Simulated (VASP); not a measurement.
# BP (F-43m) in VASP: a series of runs

Aim: see how the results for BP move with the level of theory and the settings. Levels: HSE06, PBE-based global hybrid, PBE-based screened hybrid. Tasks: single point.

Everything below comes from runs of VASP 6.6.1. Logs are shortened: lines on timing, memory, paths and dates and some standing lists are left out, and cuts for length are marked.

## (1) The cell of the first run

It takes space group F-43m (No. 216, cubic). The conventional cell has a = 4.537 Å, b = 4.537 Å, c = 4.537 Å, α = 90.00°, β = 90.00°, γ = 90.00°. B (site symmetry -43m) has 4 P at 1.96 Å within 2.6 Å. P (site symmetry -43m) has 4 B at 1.96 Å within 2.6 Å.

## (2) Single point, HSE06

POSCAR

```
BP
1.0
    0.0000000000      2.2683156724      2.2683156724
    2.2683156724      0.0000000000      2.2683156724
    2.2683156724      2.2683156724      0.0000000000
B P
1 1
Direct
    0.0000000000      0.0000000000      0.0000000000
    0.2500000000      0.2500000000      0.2500000000
```

INCAR.step1

```
SYSTEM = BP
PREC = Accurate
ENCUT = 520
EDIFF = 1E-5
ISMEAR = 0
SIGMA = 0.01
LREAL = .FALSE.
LASPH = .TRUE.
NELM = 60
ALGO = Normal
ISIF = 2
LWAVE = .TRUE.
LCHARG = .FALSE.
NBANDS = 11
GGA = PE
```

INCAR.step2

```
SYSTEM = BP
PREC = Accurate
ENCUT = 520
EDIFF = 1E-6
ISMEAR = 0
SIGMA = 0.01
LREAL = .FALSE.
LASPH = .TRUE.
NELM = 60
ALGO = Normal
ISIF = 2
LWAVE = .FALSE.
LCHARG = .FALSE.
GGA = PE
LHFCALC = .TRUE.
HFSCREEN = 0.2079
PRECFOCK = Normal
NBANDS = 11
ISTART = 1
```

KPOINTS

```
Automatic mesh
0
G
  2 2 2
  0 0 0
```

Potentials or basis: VASP PAW PBE potentials, release 64 (B, P).

The run is started by

```bash
$ cat potpaw_PBE.64/B/POTCAR potpaw_PBE.64/P/POTCAR > POTCAR
$ cp INCAR.step1 INCAR
$ mpirun -np 1 vasp_std > vasp.out
$ cp INCAR.step2 INCAR
$ mpirun -np 1 vasp_std > vasp.out
```

OUTCAR:

```text
SYSTEM = BP
   PREC = Accurate
   ENCUT = 520
   EDIFF = 1E-6
   ISMEAR = 0
   LREAL = .FALSE.
   LASPH = .TRUE.
   NELM = 60
   ISIF = 2
   GGA = PE
   LHFCALC = .TRUE.
   HFSCREEN = 0.2079
   PRECFOCK = Normal
   ISTART = 1

 ion  position               nearest neighbor table
   1  0.000  0.000  0.000-   2 1.96   2 1.96   2 1.96   2 1.96
   2  0.250  0.250  0.250-   1 1.96   1 1.96   1 1.96   1 1.96

  LATTYP: Found a face centered cubic cell.
 ALAT       =     4.5366313448

  Lattice vectors:

 A1 = (   0.0000000000,   2.2683156724,   2.2683156724)
 A2 = (   2.2683156724,   0.0000000000,   2.2683156724)
 A3 = (   2.2683156724,   2.2683156724,   0.0000000000)

Analysis of symmetry for initial positions (statically):
=====================================================================
 Subroutine PRICEL returns:
 Original cell was already a primitive cell.

 Routine SETGRP: Setting up the symmetry group for a
 face centered cubic supercell.

 Subroutine GETGRP returns: Found 24 space group operations
 (whereof 24 operations were pure point group operations)
 out of a pool of 48 trial point group operations.

The static configuration has the point symmetry T_d .

Analysis of symmetry for dynamics (positions and initial velocities):
=====================================================================
 Subroutine PRICEL returns:
 Original cell was already a primitive cell.

 Routine SETGRP: Setting up the symmetry group for a
 face centered cubic supercell.

 Subroutine GETGRP returns: Found 24 space group operations
 (whereof 24 operations were pure point group operations)
 out of a pool of 48 trial point group operations.

The dynamic configuration has the point symmetry T_d .

 Subroutine INISYM returns: Found 24 space group operations
 (whereof 24 operations are pure point group operations),
 and found     1 'primitive' translations

----------------------------------------------------------------------------------------

                                     Primitive cell

  volume of cell :      23.3421

  direct lattice vectors                    reciprocal lattice vectors
     0.000000000  2.268315672  2.268315672    -0.220427873  0.220427873  0.220427873
     2.268315672  0.000000000  2.268315672     0.220427873 -0.220427873  0.220427873
     2.268315672  2.268315672  0.000000000     0.220427873  0.220427873 -0.220427873

  length of vectors
     3.207882788  3.207882788  3.207882788     0.381792276  0.381792276  0.381792276

  position of ions in fractional coordinates (direct lattice)
     0.000000000  0.000000000  0.000000000
     0.250000000  0.250000000  0.250000000

  ion indices of the primitive-cell ions
   primitive index   ion index
                 1           1
                 2           2

----------------------------------------------------------------------------------------

 KPOINTS: Automatic mesh

Automatic generation of k-mesh.
 Grid dimensions read from file:
 generate k-points for:    2    2    2

 Generating k-lattice:

  Cartesian coordinates                     Fractional coordinates (reciprocal lattice)
    -0.110213937  0.110213937  0.110213937     0.500000000  0.000000000  0.000000000
     0.110213937 -0.110213937  0.110213937     0.000000000  0.500000000  0.000000000
     0.110213937  0.110213937 -0.110213937     0.000000000  0.000000000  0.500000000

  Length of vectors
     0.190896138  0.190896138  0.190896138

  Shift w.r.t. Gamma in fractional coordinates (k-lattice)
     0.000000000  0.000000000  0.000000000

 Subroutine IBZKPT returns following result:
 ===========================================

 Found      3 irreducible k-points:

 Following reciprocal coordinates:
            Coordinates               Weight
  0.000000  0.000000  0.000000      1.000000
  0.500000  0.000000  0.000000      4.000000
  0.500000  0.500000  0.000000      3.000000
   k-points           NKPTS =      3   k-points in BZ     NKDIM =      8   number of bands    NBANDS=     11
   number of dos      NEDOS =    301   number of ions     NIONS =      2
   total plane-waves  NPLWV =  13824
   dimension x,y,z NGX =    24 NGY =   24 NGZ =   24
   dimension x,y,z NGXF=    48 NGYF=   48 NGZF=   48
   ions per type =               1   1
   NGX,Y,Z   is equivalent  to a cutoff of  12.44, 12.44, 12.44 a.u.
   NGXF,Y,Z  is equivalent  to a cutoff of  24.88, 24.88, 24.88 a.u.
 SYSTEM =  BP
   PREC   = accura    normal or accurate (medium, high low for compatibility)
   ISTART =      1    job   : 0-new  1-cont  2-samecut
   ICHARG =      0    charge: 1-file 2-atom 10-const
   ISPIN  =      1    spin polarized calculation?
   LNONCOLLINEAR =      F non collinear calculations
   LSORBIT =      F    spin-orbit coupling
   LASPH  =      T    aspherical Exc in radial PAW
   ENCUT  =  520.0 eV  38.22 Ry    6.18 a.u.   5.96  5.96  5.96*2*pi/ulx,y,z
   NELM   =     60;   NELMIN=  2; NELMDL=  0     # of ELM steps
   EDIFF  = 0.1E-05   stopping-criterion for ELM
   LREAL  =      F    real-space projection
   EDIFFG = 0.1E-04   stopping-criterion for IOM
   NSW    =      0    number of steps for IOM
   IBRION =     -1    ionic relax: 0-MD 1-quasi-New 2-CG
   NFREE  =      0    steps in history (QN), initial steepest desc. (CG)
   ISIF   =      2    stress and relaxation
   ISYM   =      3    0-nonsym 1-usesym 2-fastsym
   POTIM  = 0.5000    time-step for ionic-motion
   TEBEG  =    0.0;   TEEND  =   0.0 temperature during run
   PSTRESS=    0.0 pullay stress
   NELECT =       8.0000    total number of electrons
   NUPDOWN=      -1.0000    fix difference up-down
   EMIN   =  10.00;   EMAX   =-10.00  energy-range for DOS
   EFERMI =   0.00;   METHOD = LEGACY
   ISMEAR =     0;   SIGMA  =   0.01  broadening in eV -4-tet -1-fermi 0-gaus
   EFERMI_NEDOS =   21; number of points for ismear=-14 and -15
   IALGO  =     38    algorithm
   IMIX   =      1    mixing-type and parameters
     AMIX     =   0.40;   BMIX     =  1.00
     AMIX_MAG =   1.60;   BMIX_MAG =  1.00
  volume/ion in A,a.u.               =      11.67        78.76
  Fermi-wavevector in a.u.,A,eV,Ry     =   1.145666  2.164995 17.858333  1.312550
  Thomas-Fermi vector in A             =   2.282353
   LORBIT       =      0    0 simple, 1 ext, 2 COOP (PROOUT), +10 PAW based schemes
   GGA     = PE    functional components
   LHFCALC =     T    Hartree Fock is set to
   PRECFOCK=normal    Normal, Fast or Accurate (Low or Medium for compatibility)
   ENCUT4O =  -1.0   cutoff for four orbital integrals eV
   NKREDX  =     1    reduce k-point grid by
   NKREDY  =     1    reduce k-point grid by
   NKREDZ  =     1    reduce k-point grid by
   AEXX    =    0.2500 exact exchange contribution
   HFSCREEN=    0.2079 screening length (either q_TF or 0.3 A-1)
   HFSCREENC=   0.2079 screening length for correlation (either q_TF or 0.3 A-1)
   ENCUTFOCK=  -1.0 apply spherical cutoff to Coloumb kernel
   IVDW    =     0    specifies the selected vdW correction
   LEPSILON=     F    determine dielectric tensor
   LRPA    =     F    only Hartree local field effects (RPA)
 non-spin polarized calculation
 Gauss-broadening in eV      SIGMA  =   0.01
  energy-cutoff  :      520.00
  volume of cell :       23.34
 maximum number of plane-waves:       636
 NGX is ok and might be reduce to    24
  NGX = 18; NGY = 18; NGZ = 18

 number of electron       8.0000000 magnetization

 Free energy of the ion-electron system (eV)
  ---------------------------------------------------
  ext. energy  EPLUGINS =         0.00000000
  ---------------------------------------------------
  free energy    TOTEN  =       -12.16611807 eV

  energy without entropy =      -12.16611807  energy(sigma->0) =      -12.16611807

 E-fermi :   7.0847     XC(G=0):  -8.8802

 val. band max:        7.0099349317   @ k =   0.0000   0.0000   0.0000
 cond. band min:       9.4168190872   @ k =   0.5000   0.5000   0.0000
 fundamental gap:      2.4068841555
 Fermi energy:         7.0847061596

 k-point     1 :       0.0000    0.0000    0.0000
  band No.  band energies     occupation
      1      -9.8057      2.00000
      2       7.0099      2.00000
      3       7.0099      2.00000
      4       7.0099      2.00000
      5      11.7325      0.00000
      6      11.7325      0.00000
      7      11.7325      0.00000
      8      16.2291      0.00000
      9      19.8688      0.00000
     10      20.6370      0.00000
     11      20.6370      0.00000

 k-point     2 :       0.5000    0.0000    0.0000
  band No.  band energies     occupation
      1      -6.1330      2.00000
      2      -2.6872      2.00000
      3       5.1411      2.00000
      4       5.1411      2.00000
      5      12.1879      0.00000
      6      13.0306      0.00000
      7      13.0306      0.00000
      8      18.5960      0.00000
      9      23.3844      0.00000
     10      23.3844      0.00000
     11      23.6155      0.00000

 k-point     3 :       0.5000    0.5000    0.0000
  band No.  band energies     occupation
      1      -4.4236      2.00000
      2      -2.2461      2.00000
      3       2.6067      2.00000
      4       2.6067      2.00000
      5       9.4168      0.00000
      6       9.7862      0.00000
      7      21.1228      0.00000
      8      21.1228      0.00000
      9      24.3607      0.00000
     10      25.5714      0.00000
     11      26.7932      0.00000

------------------------ aborting loop because EDIFF is reached ----------------------------------------

  FORCE on cell =-STRESS in cart. coord.  units (eV):
  Direction    XX          YY          ZZ          XY          YZ          ZX
  --------------------------------------------------------------------------------------
  -------------------------------------------------------------------------------------
  Total        1.8812181      1.8812181      1.8812181      0.0000000      0.0000000     -0.0000000
  in kB      129.1246758    129.1246758    129.1246758      0.0000000      0.0000000     -0.0000000
  external PRESSURE =     129.1246758 kB  Pullay stress =       0.0000000 kB

 VOLUME and BASIS-vectors are now :
 -----------------------------------------------------------------------------
  energy-cutoff  :      520.00
  volume of cell :       23.34
      direct lattice vectors                 reciprocal lattice vectors
     0.000000000  2.268315672  2.268315672    -0.220427873  0.220427873  0.220427873
     2.268315672  0.000000000  2.268315672     0.220427873 -0.220427873  0.220427873
     2.268315672  2.268315672  0.000000000     0.220427873  0.220427873 -0.220427873

 POSITION                                       TOTAL-FORCE (eV/Angst)
 -----------------------------------------------------------------------------------
      0.00000      0.00000      0.00000         0.000000      0.000000      0.000000
      1.13416      1.13416      1.13416        -0.000000     -0.000000     -0.000000
 -----------------------------------------------------------------------------------
    total drift:                                0.000002      0.000002      0.000002

  FREE ENERGIE OF THE ION-ELECTRON SYSTEM (eV)
  ---------------------------------------------------
  free  energy   TOTEN  =       -12.1661180732 eV

  energy  without entropy=      -12.1661180732  energy(sigma->0) =      -12.16611807
```

It used 11 s of CPU time on 1 thread of AMD EPYC 7R13 Processor (Zen 3), with other jobs on the host.

Results:

```yaml
Free_energy: -12.1661 eV
Pressure: 12.9 GPa
Band_gap_on_the_k_mesh: 2.41 eV, indirect (least direct gap 4.72 eV)
```

Levels at points of the mesh, in eV from the valence-band top:
```tsv
k point	band 1	band 2	band 3	band 4	band 5	band 6	band 7	band 8
(0.00, 0.00, 0.00)	-16.82	0.00	0.00	0.00	4.72	4.72	4.72	9.22
(0.50, 0.00, 0.00)	-13.14	-9.70	-1.87	-1.87	5.18	6.02	6.02	11.59
(0.50, 0.50, 0.00)	-11.43	-9.26	-4.40	-4.40	2.41	2.78	14.11	14.11
```

Caveat: the k points lie up to 1.20 Å⁻¹ apart; the PAW data sets were made with another functional, which shifts forces and pressure a little. A k mesh can miss the band edges.

## (3) Single point, HSE06

POSCAR is that of step 2.

INCAR.step1

```
SYSTEM = BP
PREC     = Accurate       ! precision mode
ENCUT    = 520            ! plane-wave cutoff, eV
EDIFF    = 1E-5           ! SCF threshold, eV
ISMEAR   = 0              ! smearing method
SIGMA    = 0.01           ! smearing width, eV
LREAL    = .FALSE.        ! projectors in reciprocal space
LASPH    = .TRUE.         ! aspherical terms in the spheres
NELM     = 60             ! most SCF steps
ALGO     = Normal         ! electronic algorithm
ISIF     = 2              ! what is computed and relaxed
LWAVE    = .TRUE.         ! write WAVECAR
LCHARG   = .FALSE.        ! write CHGCAR
NBANDS   = 11             ! bands
GGA      = PE             ! functional
```

INCAR.step2

```
SYSTEM = BP
PREC     = Accurate       ! precision mode
ENCUT    = 520            ! plane-wave cutoff, eV
EDIFF    = 1E-6           ! SCF threshold, eV
ISMEAR   = 0              ! smearing method
SIGMA    = 0.01           ! smearing width, eV
LREAL    = .FALSE.        ! projectors in reciprocal space
LASPH    = .TRUE.         ! aspherical terms in the spheres
NELM     = 60             ! most SCF steps
ALGO     = Normal         ! electronic algorithm
ISIF     = 2              ! what is computed and relaxed
LWAVE    = .FALSE.        ! write WAVECAR
LCHARG   = .FALSE.        ! write CHGCAR
GGA      = PE             ! functional
LHFCALC  = .TRUE.         ! exact exchange
HFSCREEN = 0.2079         ! screening, 1/A
PRECFOCK = Normal       
NBANDS   = 11             ! bands
ISTART   = 1
```

KPOINTS

```
regular mesh
0
G
  4 4 4
  0 0 0
```

Potentials or basis: VASP PAW PBE potentials, release 64 (B, P).

The run is started by

```bash
$ cat potpaw_PBE.64/B/POTCAR potpaw_PBE.64/P/POTCAR > POTCAR
$ cp INCAR.step1 INCAR
$ mpirun -np 1 vasp_std > vasp.out
$ cp INCAR.step2 INCAR
$ mpirun -np 1 vasp_std > vasp.out
```

Run time: 87 s. Hardware: 1 thread of AMD EPYC 7R13 (Zen 3), shared host; peak memory 0.2 GiB.

It converged, with:

| Item | Value |
| --- | --- |
| Free energy | -14.6783 eV |
| Pressure | -0.9 GPa |
| Band gap on the k mesh | 2.09 eV, indirect (least direct gap 4.37 eV) |

Levels at points of the mesh, in eV from the valence-band top:
```csv
k point,band 2,band 3,band 4,band 5,band 6,band 7
"(0.00, 0.00, 0.00)",0.00,0.00,0.00,4.37,4.37,4.37
"(0.50, 0.00, 0.00)",-9.97,-1.93,-1.93,4.79,5.74,5.74
"(0.50, 0.50, 0.00)",-9.55,-4.52,-4.52,2.09,2.44,13.86
```

Caveat: the k points lie up to 0.60 Å⁻¹ apart; the PAW data sets were made with another functional, which shifts forces and pressure a little. A k mesh can miss the band edges.

## (4) Single point, HSE06

POSCAR is that of step 3.

INCAR.step1

```
  PREC = Accurate
  ENCUT = 520
  EDIFF = 1E-5
  ISMEAR = 0
  SIGMA = 0.01
  LREAL = False
  LASPH = True
  NELM = 100
  ALGO = Normal
  ISIF = 2
  LWAVE = True
  LCHARG = False
  NBANDS = 11
  GGA = PE
```

INCAR.step2

```
  PREC = Accurate
  ENCUT = 520
  EDIFF = 1E-6
  ISMEAR = 0
  SIGMA = 0.01
  LREAL = False
  LASPH = True
  NELM = 100
  ALGO = Normal
  ISIF = 2
  LWAVE = False
  LCHARG = False
  GGA = PE
  LHFCALC = True
  HFSCREEN = 0.2079
  PRECFOCK = Normal
  NBANDS = 11
  ISTART = 1
```

KPOINTS

```
Automatic mesh
0
Gamma
  4 4 4
```

The run is started by

```bash
$ cat potpaw_PBE.64/B/POTCAR potpaw_PBE.64/P/POTCAR > POTCAR
$ cp INCAR.step1 INCAR
$ mpirun -np 1 vasp_std > vasp.out
$ cp INCAR.step2 INCAR
$ mpirun -np 1 vasp_std > vasp.out
```

Run time: 99 s. Hardware: 1 thread of AMD EPYC 7R13 (Zen 3), shared host; peak memory 0.2 GiB.

The run converged. Its results:

- Free energy: -14.6783 eV
- Pressure: -0.9 GPa
- Band gap on the k mesh: 2.09 eV, indirect (least direct gap 4.37 eV)

Levels at points of the mesh, in eV from the valence-band top:
```
           k point  band 1  band 2  band 3  band 4  band 5  band 6  band 7  band 8
(0.00, 0.00, 0.00)  -17.08    0.00    0.00    0.00    4.37    4.37    4.37    8.75
(0.50, 0.00, 0.00)  -13.41   -9.97   -1.93   -1.93    4.79    5.74    5.74   11.39
(0.50, 0.50, 0.00)  -11.68   -9.55   -4.52   -4.52    2.09    2.44   13.86   13.86
```

Caveat: the k points lie up to 0.60 Å⁻¹ apart; the PAW data sets were made with another functional, which shifts forces and pressure a little.

[end of part 1 of 2]
